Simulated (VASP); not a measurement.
# MnAs (rocksalt type) (Fm-3m) in VASP: a series of runs, part 2 of 2

VASP 6.6.1. The steps go on from the part before.

**4. Single point, PBE, collinear spin, ferromagnetic start**

This run uses another cell than the first one, of 17.23 Å³/atom.

INCAR

```
SYSTEM = MnAs
ALGO     = Normal         ! electronic algorithm
EDIFF    = 1E-7           ! SCF threshold, eV
ENCUT    = 520            ! plane-wave cutoff, eV
GGA      = PE             ! functional
ISIF     = 2              ! what is computed and relaxed
ISMEAR   = -1             ! smearing method
ISPIN    = 2              ! spin polarisation
LASPH    = .TRUE.         ! aspherical terms in the spheres
LCHARG   = .FALSE.        ! write CHGCAR
LMAXMIX  = 4              ! l up to which the mixer works
LORBIT   = 11             ! projections on sites
LREAL    = .FALSE.        ! projectors in reciprocal space
LWAVE    = .FALSE.        ! write WAVECAR
MAGMOM   = 4 0            ! initial moments
NBANDS   = 20             ! bands
NELM     = 150            ! most SCF steps
PREC     = Accurate       ! precision mode
SIGMA    = 0.08           ! smearing width, eV
```

KPOINTS

```
k-points
0
G
  12 12 12
  0 0 0
```

POSCAR

```
MnAs
1.0
    0.0000000000      2.5829914404      2.5829914404
    2.5829914404      0.0000000000      2.5829914404
    2.5829914404      2.5829914404      0.0000000000
Mn As
1 1
Direct
    0.0000000000      0.0000000000      0.0000000000
    0.5000000000      0.5000000000      0.5000000000
```

Potentials or basis: VASP PAW PBE potentials, release 64 (Mn_pv, As).

Command:

```sh
$ cat potpaw_PBE.64/Mn_pv/POTCAR potpaw_PBE.64/As/POTCAR > POTCAR
$ mpirun -np 1 vasp_std > vasp.out
```

OUTCAR:

```text
SYSTEM = MnAs
   EDIFF = 1E-7
   ENCUT = 520
   GGA = PE
   ISIF = 2
   ISMEAR = -1
   ISPIN = 2
   LASPH = .TRUE.
   LORBIT = 11
   LREAL = .FALSE.
   NELM = 150
   PREC = Accurate

 ion  position               nearest neighbor table
   1  0.000  0.000  0.000-   2 2.58   2 2.58   2 2.58   2 2.58   2 2.58   2 2.58
   2  0.500  0.500  0.500-   1 2.58   1 2.58   1 2.58   1 2.58   1 2.58   1 2.58

  LATTYP: Found a face centered cubic cell.
 ALAT       =     5.1659828808

  Lattice vectors:

 A1 = (   0.0000000000,   2.5829914404,   2.5829914404)
 A2 = (   2.5829914404,   0.0000000000,   2.5829914404)
 A3 = (   2.5829914404,   2.5829914404,   0.0000000000)

Analysis of symmetry for initial positions (statically):
=====================================================================
 Subroutine PRICEL returns:
 Original cell was already a primitive cell.

 Routine SETGRP: Setting up the symmetry group for a
 face centered cubic supercell.

 Subroutine GETGRP returns: Found 48 space group operations
 (whereof 48 operations were pure point group operations)
 out of a pool of 48 trial point group operations.

The static configuration has the point symmetry O_h .

Analysis of symmetry for dynamics (positions and initial velocities):
=====================================================================
 Subroutine PRICEL returns:
 Original cell was already a primitive cell.

 Routine SETGRP: Setting up the symmetry group for a
 face centered cubic supercell.

 Subroutine GETGRP returns: Found 48 space group operations
 (whereof 48 operations were pure point group operations)
 out of a pool of 48 trial point group operations.

The dynamic configuration has the point symmetry O_h .

Analysis of structural, dynamic, and magnetic symmetry:
=====================================================================
 Subroutine PRICEL returns:
 Original cell was already a primitive cell.

 Routine SETGRP: Setting up the symmetry group for a
 face centered cubic supercell.

 Subroutine GETGRP returns: Found 48 space group operations
[... 146 lines left out ...]
  free energy    TOTEN  =       -13.85291635 eV

  energy without entropy =      -13.83069204  energy(sigma->0) =      -13.84180419

 E-fermi :   6.7305     XC(G=0): -11.1131

 val. band max:        6.7274698206   @ k =   0.4167   0.2500   0.0000
 cond. band min:       6.7342070035   @ k =   0.3333   0.2500   0.0833
 fundamental gap:      0.0067371829
 Fermi energy:         6.7305446495

 spin component 1

 k-point     1 :       0.0000    0.0000    0.0000
  band No.  band energies     occupation
      1     -43.5126      1.00000
      2     -43.5126      1.00000
      3     -43.5126      1.00000
      4      -6.3721      1.00000
      5       3.6209      1.00000
      6       3.6209      1.00000
[... 541 lines left out ...]
     19      21.5080      0.00000
     20      25.0738      0.00000

 [... further k-points ...]

 spin component 2

 k-point     1 :       0.0000    0.0000    0.0000
  band No.  band energies     occupation
      1     -39.6935      1.00000
      2     -39.6935      1.00000
      3     -39.6935      1.00000
      4      -6.3010      1.00000
      5       6.7548      0.42475
      6       6.7548      0.42471
[... 541 lines left out ...]
     19      22.1013      0.00000
     20      25.3843      0.00000

 [... further k-points ...]

------------------------ aborting loop because EDIFF is reached ----------------------------------------

  FORCE on cell =-STRESS in cart. coord.  units (eV):
  Direction    XX          YY          ZZ          XY          YZ          ZX
  --------------------------------------------------------------------------------------
  -------------------------------------------------------------------------------------
  Total        0.0324016      0.0324016      0.0324016     -0.0000000      0.0000000      0.0000000
  in kB        1.5061853      1.5061853      1.5061853     -0.0000000      0.0000000      0.0000000
  external PRESSURE =       1.5061853 kB  Pullay stress =       0.0000000 kB

 VOLUME and BASIS-vectors are now :
 -----------------------------------------------------------------------------
  energy-cutoff  :      520.00
  volume of cell :       34.47
      direct lattice vectors                 reciprocal lattice vectors
     0.000000000  2.582991440  2.582991440    -0.193574006  0.193574006  0.193574006
     2.582991440  0.000000000  2.582991440     0.193574006 -0.193574006  0.193574006
     2.582991440  2.582991440  0.000000000     0.193574006  0.193574006 -0.193574006

 POSITION                                       TOTAL-FORCE (eV/Angst)
 -----------------------------------------------------------------------------------
      0.00000      0.00000      0.00000        -0.000000      0.000000     -0.000000
      2.58299      2.58299      2.58299         0.000000     -0.000000      0.000000
 -----------------------------------------------------------------------------------
    total drift:                               -0.000000      0.000000      0.000000

  FREE ENERGIE OF THE ION-ELECTRON SYSTEM (eV)
  ---------------------------------------------------
  free  energy   TOTEN  =       -13.8529163483 eV

  energy  without entropy=      -13.8306920353  energy(sigma->0) =      -13.84180419

 total charge

# of ion       s       p       d       tot
------------------------------------------
    1        0.284   6.212   5.006  11.502
    2        1.231   1.535   0.043   2.809
--------------------------------------------------
tot          1.515   7.747   5.048  14.311

 magnetization (x)

# of ion       s       p       d       tot
------------------------------------------
    1        0.070   0.033   3.526   3.630
    2        0.016  -0.121   0.013  -0.092
--------------------------------------------------
tot          0.086  -0.088   3.539   3.537
```

stdout:

```text
POSCAR found type information on POSCAR MnAs
 POSCAR found :  2 types and       2 ions
 scaLAPACK will be used
 LDA part: xc-table for (Slater+PW92), standard interpolation
 POSCAR, INCAR and KPOINTS ok, starting setup
 FFT: planning ... GRIDC
 FFT: planning ... GRID_SOFT
 FFT: planning ... GRID
 WAVECAR not read
 entering main loop
```

Run time: 3.4 min. Hardware: 1 thread of Intel Xeon 8259CL, shared host; peak memory 0.23 GiB.

What came out:

```yaml
Free_energy: -13.8529 eV
Pressure: 0.2 GPa
Net_moment: 3.68 μB per cell
Site_moments: Mn +3.63; As -0.09 μB
Valence_electrons_inside_the_program's_atomic_spheres: Mn 11.50; As 2.81
```

Levels at points of the mesh, in eV from the Fermi level:
Spin up:
| k point | band 7 | band 8 | band 9 | band 10 | band 11 | band 12 | band 13 | band 14 | band 15 | band 16 |
| --- | --- | --- | --- | --- | --- | --- | --- | --- | --- | --- |
| (0.00, 0.00, 0.00) | -3.11 | -2.82 | -2.82 | 0.93 | 0.93 | 0.93 | 4.92 | 9.60 | 9.60 | 9.60 |
| (0.50, 0.00, 0.00) | -4.09 | -2.53 | -2.53 | -2.03 | 2.92 | 2.92 | 4.10 | 6.00 | 6.00 | 10.72 |
| (0.50, 0.50, 0.00) | -2.54 | -2.39 | -2.39 | -1.78 | -1.78 | -1.41 | 1.74 | 5.90 | 14.30 | 14.46 |
Spin down:
| k point | band 4 | band 5 | band 6 | band 7 | band 8 | band 9 | band 10 | band 11 |
| --- | --- | --- | --- | --- | --- | --- | --- | --- |
| (0.00, 0.00, 0.00) | -13.03 | 0.02 | 0.02 | 0.11 | 0.11 | 0.11 | 0.88 | 0.88 |
| (0.50, 0.00, 0.00) | -10.94 | -6.10 | -2.43 | -2.43 | 1.05 | 1.05 | 1.39 | 4.33 |
| (0.50, 0.50, 0.00) | -10.67 | -5.06 | -1.68 | -1.68 | -1.08 | 0.44 | 1.35 | 1.35 |

Caveat: a cell with one magnetic atom can't hold antiferromagnetic order, which such compounds often take.

**5. Single point, PBE, collinear spin, ferromagnetic start (17.66 Å³/atom)**

This run uses another cell than the first one, of 17.66 Å³/atom.

INCAR

```
SYSTEM = MnAs
PREC = Accurate
ENCUT = 520
EDIFF = 1E-7
ISMEAR = -1
SIGMA = 0.08
LREAL = .False.
LASPH = .True.
NELM = 150
ALGO = Normal
ISIF = 2
LWAVE = .False.
LCHARG = .True.
ISPIN = 2
MAGMOM = 4 0
LORBIT = 11
LMAXMIX = 4
GGA = PE
LELF = .True.
LVHAR = .True.
NBANDS = 20
```

KPOINTS

```
Automatic mesh
0
Gamma
  12 12 12
  0 0 0
```

POSCAR

```
MnAs
1.0
    0.0000000000      2.6043394452      2.6043394452
    2.6043394452      0.0000000000      2.6043394452
    2.6043394452      2.6043394452      0.0000000000
Mn As
1 1
Direct
    0.0000000000      0.0000000000      0.0000000000
    0.5000000000      0.5000000000      0.5000000000
```

Potentials or basis: VASP PAW PBE potentials, release 64 (Mn_pv, As).

Command:

```sh
$ cat potpaw_PBE.64/Mn_pv/POTCAR potpaw_PBE.64/As/POTCAR > POTCAR
$ mpirun -np 1 vasp_std > vasp.out
```

OUTCAR:

```text
SYSTEM = MnAs
   PREC = Accurate
   ENCUT = 520
   EDIFF = 1E-7
   ISMEAR = -1
   LREAL = .False.
   LASPH = .True.
   NELM = 150
   ISIF = 2
   ISPIN = 2
   LORBIT = 11
   GGA = PE

 ion  position               nearest neighbor table
   1  0.000  0.000  0.000-   2 2.60   2 2.60   2 2.60   2 2.60   2 2.60   2 2.60
   2  0.500  0.500  0.500-   1 2.60   1 2.60   1 2.60   1 2.60   1 2.60   1 2.60

  LATTYP: Found a face centered cubic cell.
 ALAT       =     5.2086788904

  Lattice vectors:

 A1 = (   0.0000000000,   2.6043394452,   2.6043394452)
 A2 = (   2.6043394452,   0.0000000000,   2.6043394452)
 A3 = (   2.6043394452,   2.6043394452,   0.0000000000)

Analysis of symmetry for initial positions (statically):
=====================================================================
 Subroutine PRICEL returns:
 Original cell was already a primitive cell.

 Routine SETGRP: Setting up the symmetry group for a
 face centered cubic supercell.

 Subroutine GETGRP returns: Found 48 space group operations
 (whereof 48 operations were pure point group operations)
 out of a pool of 48 trial point group operations.

The static configuration has the point symmetry O_h .

Analysis of symmetry for dynamics (positions and initial velocities):
=====================================================================
 Subroutine PRICEL returns:
 Original cell was already a primitive cell.

 Routine SETGRP: Setting up the symmetry group for a
 face centered cubic supercell.

 Subroutine GETGRP returns: Found 48 space group operations
 (whereof 48 operations were pure point group operations)
 out of a pool of 48 trial point group operations.

The dynamic configuration has the point symmetry O_h .

Analysis of structural, dynamic, and magnetic symmetry:
=====================================================================
 Subroutine PRICEL returns:
 Original cell was already a primitive cell.

[... 148 lines left out ...]
  ext. energy  EPLUGINS =         0.00000000
  ---------------------------------------------------
  free energy    TOTEN  =       -13.84897334 eV

  energy without entropy =      -13.82844871  energy(sigma->0) =      -13.83871103

 E-fermi :   6.4651     XC(G=0): -10.9931

 val. band max:        6.4601586239   @ k =  -0.4167   0.2500   0.0833
 cond. band min:       6.5099683378   @ k =  -0.3333   0.1667   0.0000
 fundamental gap:      0.0498097139
 Fermi energy:         6.4650651408

 spin component 1

 k-point     1 :       0.0000    0.0000    0.0000
  band No.  band energies     occupation
      1     -43.8127      1.00000
      2     -43.8127      1.00000
      3     -43.8127      1.00000
      4      -6.4630      1.00000
      5       3.3618      1.00000
      6       3.3618      1.00000
[... 541 lines left out ...]
     19      21.0179      0.00000
     20      24.5093      0.00000

 [... further k-points ...]

 spin component 2

 k-point     1 :       0.0000    0.0000    0.0000
  band No.  band energies     occupation
      1     -39.9302      1.00000
      2     -39.9302      1.00000
      3     -39.9302      1.00000
      4      -6.4017      1.00000
      5       6.5437      0.27223
      6       6.5437      0.27220
[... 541 lines left out ...]
     19      21.6137      0.00000
     20      24.8103      0.00000

 [... further k-points ...]

------------------------ aborting loop because EDIFF is reached ----------------------------------------

  FORCE on cell =-STRESS in cart. coord.  units (eV):
  Direction    XX          YY          ZZ          XY          YZ          ZX
  --------------------------------------------------------------------------------------
  -------------------------------------------------------------------------------------
  Total       -0.3577620     -0.3577620     -0.3577620      0.0000000      0.0000000     -0.0000000
  in kB      -16.2248999    -16.2248999    -16.2248999      0.0000000      0.0000000     -0.0000000
  external PRESSURE =     -16.2248999 kB  Pullay stress =       0.0000000 kB

 VOLUME and BASIS-vectors are now :
 -----------------------------------------------------------------------------
  energy-cutoff  :      520.00
  volume of cell :       35.33
      direct lattice vectors                 reciprocal lattice vectors
     0.000000000  2.604339445  2.604339445    -0.191987262  0.191987262  0.191987262
     2.604339445  0.000000000  2.604339445     0.191987262 -0.191987262  0.191987262
     2.604339445  2.604339445  0.000000000     0.191987262  0.191987262 -0.191987262

 POSITION                                       TOTAL-FORCE (eV/Angst)
 -----------------------------------------------------------------------------------
      0.00000      0.00000      0.00000         0.000000     -0.000000      0.000000
      2.60434      2.60434      2.60434        -0.000000      0.000000     -0.000000
 -----------------------------------------------------------------------------------
    total drift:                               -0.000000      0.000000      0.000000

  FREE ENERGIE OF THE ION-ELECTRON SYSTEM (eV)
  ---------------------------------------------------
  free  energy   TOTEN  =       -13.8489733424 eV

  energy  without entropy=      -13.8284487139  energy(sigma->0) =      -13.83871103

 total charge

# of ion       s       p       d       tot
------------------------------------------
    1        0.280   6.204   4.989  11.473
    2        1.232   1.523   0.039   2.795
--------------------------------------------------
tot          1.512   7.727   5.029  14.267

 magnetization (x)

# of ion       s       p       d       tot
------------------------------------------
    1        0.070   0.033   3.583   3.686
    2        0.016  -0.127   0.013  -0.098
--------------------------------------------------
tot          0.086  -0.094   3.596   3.588
```

stdout:

```text
POSCAR found type information on POSCAR MnAs
 POSCAR found :  2 types and       2 ions
 scaLAPACK will be used
 LDA part: xc-table for (Slater+PW92), standard interpolation
 POSCAR, INCAR and KPOINTS ok, starting setup
 FFT: planning ... GRIDC
 FFT: planning ... GRID_SOFT
 FFT: planning ... GRID
 WAVECAR not read
 entering main loop
```

Wall time 3.5 min (1 thread of Intel Xeon 8259CL, shared host); peak memory 0.23 GiB.

Results:

```
Free energy                                           : -13.8490 eV
Pressure                                              : -1.6 GPa
Net moment                                            : 3.74 μB per cell
Site moments                                          : Mn +3.69; As -0.10 μB
Valence electrons inside the program's atomic spheres : Mn 11.47; As 2.79
```

Levels at points of the mesh, in eV from the Fermi level:
Spin up:
```tsv
k point	band 9	band 10	band 11	band 12	band 13	band 14
(0.00, 0.00, 0.00)	-2.82	0.90	0.90	0.90	4.64	9.49
(0.50, 0.00, 0.00)	-2.55	-2.07	2.80	2.80	4.04	5.94
(0.50, 0.50, 0.00)	-2.43	-1.73	-1.73	-1.48	1.63	5.84
```
Spin down:
| k point | band 5 | band 6 | band 7 | band 8 | band 9 | band 10 |
| --- | --- | --- | --- | --- | --- | --- |
| (0.00, 0.00, 0.00) | 0.08 | 0.08 | 0.18 | 0.18 | 0.18 | 0.84 |
| (0.50, 0.00, 0.00) | -5.95 | -2.34 | -2.34 | 1.08 | 1.08 | 1.41 |
| (0.50, 0.50, 0.00) | -4.93 | -1.64 | -1.64 | -0.96 | 0.48 | 1.37 |

Caveat: a cell with one magnetic atom can't hold antiferromagnetic order, which such compounds often take.

**6. Single point, PBE, collinear spin, ferromagnetic start (18.09 Å³/atom)**

This run uses another cell than the first one, of 18.09 Å³/atom.

INCAR

```
PREC     = Accurate       # precision mode
ENCUT    = 520            # plane-wave cutoff, eV
EDIFF    = 1E-6           # SCF threshold, eV
ISMEAR   = -1             # smearing method
SIGMA    = 0.08           # smearing width, eV
LREAL    = False          # projectors in reciprocal space
LASPH    = True           # aspherical terms in the spheres
NELM     = 150            # most SCF steps
ALGO     = Normal         # electronic algorithm
ISIF     = 2              # what is computed and relaxed
LWAVE    = False          # write WAVECAR
LCHARG   = False          # write CHGCAR
ISPIN    = 2              # spin polarisation
MAGMOM   = 4 0            # initial moments
LORBIT   = 11             # projections on sites
LMAXMIX  = 4              # l up to which the mixer works
GGA      = PE             # functional
NBANDS   = 20             # bands
```

KPOINTS

```
Automatic mesh
0
Gamma
  12 12 12
```

POSCAR

```
MnAs
1.0
    0.0000000000      2.6253430898      2.6253430898
    2.6253430898      0.0000000000      2.6253430898
    2.6253430898      2.6253430898      0.0000000000
Mn As
1 1
Direct
    0.0000000000      0.0000000000      0.0000000000
    0.5000000000      0.5000000000      0.5000000000
```

Potentials or basis: VASP PAW PBE potentials, release 64 (Mn_pv, As).

Command:

```sh
$ cat potpaw_PBE.64/Mn_pv/POTCAR potpaw_PBE.64/As/POTCAR > POTCAR
$ mpirun -np 1 vasp_std > vasp.out
```

It took 3 min on 1 thread of Intel Xeon 8259CL, shared host; peak memory 0.23 GiB.

The run converged. Its results:

```yaml
Free_energy: -13.8360 eV
Pressure: -3.2 GPa
Net_moment: 3.78 μB per cell
Site_moments: Mn +3.73; As -0.10 μB
Valence_electrons_inside_the_program's_atomic_spheres: Mn 11.45; As 2.78
```

Levels at points of the mesh, in eV from the Fermi level:
Spin up:
```tsv
k point	band 9	band 10	band 11	band 12	band 13	band 14
(0.00, 0.00, 0.00)	-2.82	0.87	0.87	0.87	4.37	9.40
(0.50, 0.00, 0.00)	-2.57	-2.10	2.68	2.68	3.98	5.87
(0.50, 0.50, 0.00)	-2.46	-1.68	-1.68	-1.55	1.52	5.78
```
Spin down:
| k point | band 3 | band 4 | band 5 | band 6 | band 7 | band 8 | band 9 | band 10 | band 11 | band 12 |
| --- | --- | --- | --- | --- | --- | --- | --- | --- | --- | --- |
| (0.00, 0.00, 0.00) | -46.37 | -12.71 | 0.13 | 0.13 | 0.25 | 0.25 | 0.25 | 0.80 | 0.80 | 0.80 |
| (0.50, 0.00, 0.00) | -46.37 | -10.79 | -5.81 | -2.26 | -2.26 | 1.11 | 1.11 | 1.42 | 4.23 | 4.23 |
| (0.50, 0.50, 0.00) | -46.37 | -10.52 | -4.81 | -1.61 | -1.61 | -0.86 | 0.52 | 1.39 | 1.39 | 1.42 |

Caveat: the cell stands under tension; a cell with one magnetic atom can't hold antiferromagnetic order, which such compounds often take.

**7. The runs side by side**

```csv
cell,gap on the mesh (eV),pressure (GPa),moment (μB)
"a = 3.591 Å, angles 60.0°, 2 atoms",none,4.3,3.54
"a = 3.622 Å, angles 60.0°, 2 atoms",none,2.1,3.62
"a = 3.653 Å, angles 60.0°, 2 atoms",none,0.2,3.68
"a = 3.683 Å, angles 60.0°, 2 atoms",none,-1.6,3.74
"a = 3.713 Å, angles 60.0°, 2 atoms",none,-3.2,3.78
```

Alike in all rows: task single point; level PBE; potentials or basis VASP PAW PBE potentials, release 64 (Mn_pv, As); spin collinear, ferromagnetic start; k mesh 12 × 12 × 12; cutoff (eV) 520; smearing fermi-dirac 0.08 eV.

Caveats: a cell with one magnetic atom can't hold antiferromagnetic order, which such compounds often take; the cell stands under pressure (at least some runs); the cell stands under tension (at least some runs).

Total energies depend on the potentials used, so only differences within one code and one set of settings carry meaning.

The gap in the log of VASP goes by the Fermi energy; the results here count the filled bands.